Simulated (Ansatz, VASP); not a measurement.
In3As in VASP and in Ansatz

```
In As
1.0
     4.50244    0.00000    0.00000
     0.00000    4.50244    0.00000
     0.00000    0.00000    4.50244
In As
3 1
Cartesian
  0.0000 2.2512 2.2512
  2.2512 0.0000 2.2512
  2.2512 2.2512 0.0000
  0.0000 -0.1591 -0.1591
```

Change from the starting cell: all As atoms moved +0.225 Å, as atom 4 towards its neighbour atom 1 (In) at 3.184 Å.

Alike in both runs: task single point; functional PBEsol; dispersion D3(BJ); k mesh 10 × 10 × 10; occupations gaussian, width 0.15 eV; no spin polarisation.

|  | VASP | Ansatz |
| --- | --- | --- |
| version | VASP 6.6.1 | Ansatz 0.2.0 |
| potentials or method | VASP PAW PBE potentials, release 64 (In_d, As), cutoff 520 eV | scalar-relativistic, plane waves, PAW |
| valence electrons in the cell | 44 | 54 |

VASP gave:

| Quantity | Value |
| --- | --- |
| gap on the k mesh at the Fermi level (eV) | none |
| pressure (GPa) | 0.3 |
| rms of the force components (eV/Å) | 0.108 |

Task: Estimate Ansatz's values.

Result: gap on the k mesh at the Fermi level (eV): none; pressure (GPa): 0.3; rms of the force components (eV/Å): 0.107.

VASP's potentials were made for PBE, not for PBEsol. Atom by atom the forces differ by 0.003 eV/Å (rms over components). A gap of «none» marks a metal or a gap that the smearing closes. VASP's potentials hold 44 valence electrons a cell and Ansatz's 54, so a difference there can come from the potentials and not from the codes.
